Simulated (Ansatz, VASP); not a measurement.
Two plane-wave programs on PtS2

INCAR

```
PREC = Accurate
ENCUT = 520
EDIFF = 1E-6
ISMEAR = -1
SIGMA = 0.02
LREAL = False
LASPH = True
NELM = 80
ALGO = Normal
ISIF = 2
LWAVE = False
LCHARG = False
GGA = PE
NBANDS = 18
```

The input KPOINTS:

```
Automatic mesh
0
Gamma
  12 12 6
```

Contents of POSCAR:

```
PtS2
1.0
    3.4574137688      0.0000000000      0.0000000000
   -1.7287068844      2.9942081552      0.0000000000
    0.0000000000      0.0000000000      4.9855387530
Pt S
1 2
Direct
    0.0000000000      0.0000000000      0.0000000000
    0.3333333333      0.6666666667      0.2539826230
    0.6666666667      0.3333333333      0.7460173770
```

Input for Ansatz:

```yaml
crystal:
  lattice:
    - [3.4574137688, 0.0, 0.0]
    - [-1.7287068844, 2.9942081552, 0.0]
    - [0.0, 0.0, 4.985538753]
  atoms:
    - { symbol: Pt, position: [0.0, 0.0, 0.0] }
    - { symbol: S, position: [0.3333333333, 0.6666666667, 0.253982623] }
    - { symbol: S, position: [0.6666666667, 0.3333333333, 0.746017377] }
kpoints:
  mp_grid: { grid: [12, 12, 6] }
  band_path:
    path:
      - [0.0, 0.0, 0.0]
      - [0.5, 0.0, 0.0]
      - [0.3333333333, 0.3333333333, 0.0]
      - [0.0, 0.0, 0.5]
      - [0.5, 0.0, 0.5]
      - [0.3333333333, 0.3333333333, 0.5]
      - [0.0, 0.25, 0.3333333333]
      - [0.0, 0.283854, 0.302083]
    npoints: 1
hamiltonian:
  xc: pbe
scf:
  occupations: { method: fermi_dirac, width: 0.02 }
  n_extra_bands: 4
output:
  forces: true
  stress: true
  eigenvalues: true
```

Change from the starting cell: hydrostatic strain -2.7%.

Alike in both runs: task single point; functional PBE; k mesh 12 × 12 × 6; occupations fermi-dirac, width 0.02 eV; no spin polarisation.

|  | VASP | Ansatz |
| --- | --- | --- |
| version | VASP 6.6.1 | Ansatz 0.2.0 |
| potentials or method | VASP PAW PBE potentials, release 64 (Pt, S) | plane waves, PAW |
| plane-wave cutoff (eV) | 520 | 420 |
| valence electrons in the cell | 22 | 30 |

```tsv
	VASP	Ansatz	Ansatz less VASP
pressure (GPa)	10.5	11.1	+0.53
traceless stress, the component that is largest in VASP (GPa)	-5.13	-5.27	-0.145
rms of the force components (eV/Å)	0.047	0.070	+0.0221
```

Atom by atom the forces differ by 0.022 eV/Å (rms over components). VASP's potentials hold 22 valence electrons a cell and Ansatz's 30, so a difference there can come from the potentials and not from the codes.

Spin-orbit coupling is off throughout.
